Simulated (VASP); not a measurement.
Set up this calculation in VASP 6.6.1, as the native input.

```
Task                   : relaxation of cell and atoms
Functional             : PBE
Potentials or basis    : VASP PAW PBE potentials, release 64 (Na_pv, Ga_d, F)
Cutoff                 : 600 eV
k mesh                 : 6 × 6 × 6
Occupations            : gaussian, width 0.02 eV
Spin                   : no spin polarisation
Dipole correction      : no
Further INCAR settings : ALGO = Normal; EDIFF = 1e-06; IBRION = 2; EDIFFG = -0.01; NSW = 100; ISIF = 3
```

The structure of NaGa2F3 lies in POSCAR:

```
NaGa2F3
1.0
    2.9831453976      1.7223197983      3.4703311248
   -2.9831453976      1.7223197983      3.4703311248
    0.0000000000     -3.4446395966      3.4703311248
Na Ga F
1 2 3
Direct
    0.0000000000      0.0000000000      0.0000000000
    0.7036056805      0.7036056805      0.7036056805
    0.2963943195      0.2963943195      0.2963943195
    0.0000000000      0.5000000000      0.0000000000
    0.5000000000      0.0000000000      0.0000000000
    0.0000000000      0.0000000000      0.5000000000
```

The cell was built from a structure type or drawn by symmetry, and may not be a known phase.

These files were run (other wordings do the same):

INCAR

```
SYSTEM = NaGa2F3
PREC = Accurate ; ENCUT = 600
EDIFF = 1E-6 ; ISMEAR = 0
SIGMA = 0.02 ; LREAL = .False.
LASPH = .True. ; NELM = 60
ALGO = Normal ; ISIF = 3
LWAVE = .False. ; LCHARG = .False.
GGA = PE ; IBRION = 2
NSW = 100 ; EDIFFG = -0.01
```

KPOINTS

```
Automatic mesh
0
Gamma
  6 6 6
  0 0 0
```

Potentials or basis: VASP PAW PBE potentials, release 64 (Na_pv, Ga_d, F).

Launch:

```bash
$ cat potpaw_PBE.64/Na_pv/POTCAR potpaw_PBE.64/Ga_d/POTCAR potpaw_PBE.64/F/POTCAR > POTCAR
$ mpirun -np 1 vasp_std > vasp.out
```

It gave:

| Property | Result |
| --- | --- |
| Relaxed volume | 17.46 Å³/atom |
| Relaxed cell | a = 4.835 Å, b = 4.835 Å, c = 4.835 Å, α = 76.36°, β = 76.36°, γ = 76.36° |
| Space group after relaxing (to 0.1 Å) | R-3m (No. 166) |
| Energy gained by relaxing | 0.5 meV/atom |
| Ionic steps | 19 |
| Pressure after relaxing | 0.0 GPa |
| Largest force after relaxing | 0.010 eV/Å |
| Band gap on the k mesh | 1.70 eV (least direct gap 2.09 eV) |

Wall time 10 min on 1 thread of Intel(R) Xeon(R) 6975P-C (Granite Rapids) (shared host), peak memory 0.32 GiB.
